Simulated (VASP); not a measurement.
Set up this calculation in VASP 6.6.1, as the native input.

```yaml
Task: single point
Functional: LDA
Potentials_or_basis: VASP PAW LDA potentials, release 64 (Ba_sv, Cr_sv, F)
Cutoff: 700 eV
k_mesh: 4 × 4 × 4
Occupations: gaussian, width 0.05 eV
Spin: no spin polarisation
Hubbard_terms: Cr d U = 4.0 eV, J = 0.5 eV
Dipole_correction: no
LDAUTYPE: 1
Hund's_J: 0.5
Further_INCAR_settings: ALGO = Normal; EDIFF = 1e-06; NBANDS = 43
```

The structure of BaCrF6 lies in POSCAR:

```
BaCrF6
1.0
    3.6639988200      2.1154107000      2.3789998200
   -3.6639988200      2.1154107000      2.3789998200
    0.0000000000     -4.2308214000      2.3789998200
Ba Cr F
1 1 6
Direct
    0.5000000000      0.5000000000      0.5000000000
    0.0000000000      0.0000000000      0.0000000000
    0.2600000000      0.8970000000      0.2600000000
    0.2600000000      0.2600000000      0.8970000000
    0.8970000000      0.2600000000      0.2600000000
    0.7400000000      0.1030000000      0.7400000000
    0.1030000000      0.7400000000      0.7400000000
    0.7400000000      0.7400000000      0.1030000000
```

One way to write it, as run:

INCAR

```
SYSTEM = BaCrF6
ALGO     = Normal         ! electronic algorithm
EDIFF    = 1E-6           ! SCF threshold, eV
ENCUT    = 700            ! plane-wave cutoff, eV
GGA_COMPAT= .FALSE.      
ISIF     = 2              ! what is computed and relaxed
ISMEAR   = 0              ! smearing method
LASPH    = .TRUE.         ! aspherical terms in the spheres
LCHARG   = .TRUE.         ! write CHGCAR
LDAU     = .TRUE.         ! DFT+U
LDAUJ    = 0 0.5 0      
LDAUL    = -1 2 -1        ! shell
LDAUPRINT= 1            
LDAUTYPE = 1            
LDAUU    = 0 4 0          ! U, eV
LELF     = .TRUE.         ! ELF
LMAXMIX  = 4              ! l up to which the mixer works
LREAL    = .FALSE.        ! projectors in reciprocal space
LVHAR    = .TRUE.       
LWAVE    = .FALSE.        ! write WAVECAR
NBANDS   = 43             ! bands
NELM     = 200            ! most SCF steps
PREC     = Accurate       ! precision mode
SIGMA    = 0.05           ! smearing width, eV
```

KPOINTS

```
k-points
0
G
  4 4 4
  0 0 0
```

Potentials or basis: VASP PAW LDA potentials, release 64 (Ba_sv, Cr_sv, F).

The run is started by

```bash
$ cat potpaw_LDA.64/Ba_sv/POTCAR potpaw_LDA.64/Cr_sv/POTCAR potpaw_LDA.64/F/POTCAR > POTCAR
$ mpirun -np 1 vasp_std > vasp.out
```

It gave:

```yaml
Pressure: -4.6 GPa
Largest_force: 0.485 eV/Å
Band_gap_on_the_k_mesh: 0.16 eV
```

Caveat: the cell stands under tension; spin-orbit coupling is left out, which moves the levels of the heavy elements; the run has no spin polarisation, though such a crystal can be magnetic.

Wall time 76 s on 1 thread of Intel(R) Xeon(R) Platinum 8488C (Sapphire Rapids), with other jobs on the host, peak memory 0.26 GiB.
